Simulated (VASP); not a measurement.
Input of a VASP 6.6.1 run:

File POSCAR:

```
Nb
1.0
   -1.6521519819      1.6521519819      1.6521519819
    1.6521519819     -1.6521519819      1.6521519819
    1.6521519819      1.6521519819     -1.6521519819
Nb
1
Direct
    0.0000000000      0.0000000000      0.0000000000
```

The input INCAR.step1:

```
PREC = Accurate
ENCUT = 520
ISMEAR = 0
SIGMA = 0.05
LREAL = False
LASPH = True
NELM = 60
NBANDS = 12
GGA = PE
ALGO = Normal
EDIFF = 1E-4
LWAVE = True
LCHARG = False
```

Contents of INCAR.step2:

```
PREC = Accurate
ENCUT = 520
EDIFF = 1E-6
ISMEAR = 0
SIGMA = 0.05
LREAL = False
LASPH = True
NELM = 60
ALGO = Normal
ISIF = 2
LWAVE = False
LCHARG = True
METAGGA = R2SCAN
LMIXTAU = True
LELF = True
LVHAR = True
NBANDS = 12
ISTART = 1
```

The input KPOINTS:

```
regular mesh
0
Gamma
  18 18 18
```

Potentials or basis: VASP PAW PBE potentials, release 64 (Nb_sv).

Launch:

```sh
$ cat potpaw_PBE.64/Nb_sv/POTCAR > POTCAR
$ cp INCAR.step1 INCAR
$ mpirun -np 1 vasp_std > vasp.out
$ cp INCAR.step2 INCAR
$ mpirun -np 1 vasp_std > vasp.out
```

(1) What does it give for the pressure?

(2) Estimate the band gap on the k mesh.

## Answers

(1) -0.2 GPa.

(2) zero (an odd number of electrons rules out a gap without spin polarisation).

Caveat: the PAW data sets were made with another functional, which shifts forces and pressure a little.
